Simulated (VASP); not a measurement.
Set up this calculation in VASP 6.6.1, as the native input.

| Quantity | Value |
| --- | --- |
| Task | single point |
| Functional | RPBE |
| Potentials or basis | VASP PAW PBE potentials, release 64 (Bi_d) |
| Cutoff | 520 eV |
| k mesh | 11 × 11 × 7 |
| Occupations | fermi-dirac, width 0.1 eV |
| Spin | no spin polarisation |
| Dipole correction | no |
| Further INCAR settings | ALGO = Normal; EDIFF = 1e-07; NBANDS = 22; ISYM = 0 |

The structure of Bi lies in POSCAR:

```
Bi
1.0
   -3.1974451143      3.2261858207      1.7064308376
    3.2261858207     -3.1974451143      1.7064308376
    3.1792027840      3.1792027840     -1.6537921811
Bi
2
Direct
    0.0000344176      0.9999655824      0.0000000000
    0.7499655824      0.2500344176      0.5000000000
```

The input as run:

INCAR

```
PREC = Accurate
ENCUT = 520
EDIFF = 1E-7
ISMEAR = -1
SIGMA = 0.1
LREAL = False
LASPH = True
NELM = 100
ALGO = Normal
ISIF = 2
LWAVE = False
LCHARG = True
GGA = RP
LELF = True
LVHAR = True
NBANDS = 22
ISYM = 0
```

KPOINTS

```
regular mesh
0
Gamma
  11 11 7
```

Potentials or basis: VASP PAW PBE potentials, release 64 (Bi_d).

Run with:

```bash
$ cat potpaw_PBE.64/Bi_d/POTCAR > POTCAR
$ mpirun -np 1 vasp_std > vasp.out
```

It gave:

- Pressure: -0.1 GPa
- Band gap on the k mesh: zero (bands 15 and 16 overlap by 5.05 eV)

Caveat: the PAW data sets were made with another functional, which shifts forces and pressure a little; spin-orbit coupling is left out, which moves the levels of the heavy elements.

Run time: 5.4 min on 1 thread of Intel(R) Xeon(R) 6975P-C (Granite Rapids) (shared host), peak memory 0.59 GiB.
